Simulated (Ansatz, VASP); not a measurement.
# Si2W in VASP and in Ansatz

```
CELL_PARAMETERS angstrom
-1.60600 1.60600 3.94000
1.60600 -1.60600 3.94000
1.60600 1.60600 -3.94000
ATOMIC_POSITIONS crystal
Si 0.33300 0.33300 0.00000
Si 0.66700 0.66700 0.00000
W 0.00000 0.00000 0.00000
```

Alike in both runs: task electric field gradients; functional PBE; k mesh 18 × 18 × 18; occupations fermi-dirac, width 0.03 eV; no spin polarisation.

```csv
,VASP,Ansatz
version,VASP 6.6.1,Ansatz 0.2.0
potentials or method,"VASP PAW PBE potentials, release 64 (Si, W_sv)","PAW with Ansatz's default frozen-core files, scalar-relativistic"
plane-wave cutoff (eV),520,420
valence electrons in the cell,22,22
```

Ansatz gave:

| Property | Result |
| --- | --- |
| pressure (GPa) | 1.7 |
| traceless stress, the component that is largest in VASP (GPa) | -1.77 |
| rms of the force components (eV/Å) | 0.106 |
| size of Vzz on the site where it differs most (V/Å²) | 146.9 |

Problem. What did VASP give for the same quantities?

Solution. Pressure (GPa): 1.8; traceless stress, the component that is largest in VASP (GPa): -1.82; rms of the force components (eV/Å): 0.105; size of Vzz on the site where it differs most (V/Å²): 124.6.

Atom by atom the forces differ by 0.002 eV/Å (rms over components).

Spin-orbit coupling is off throughout.
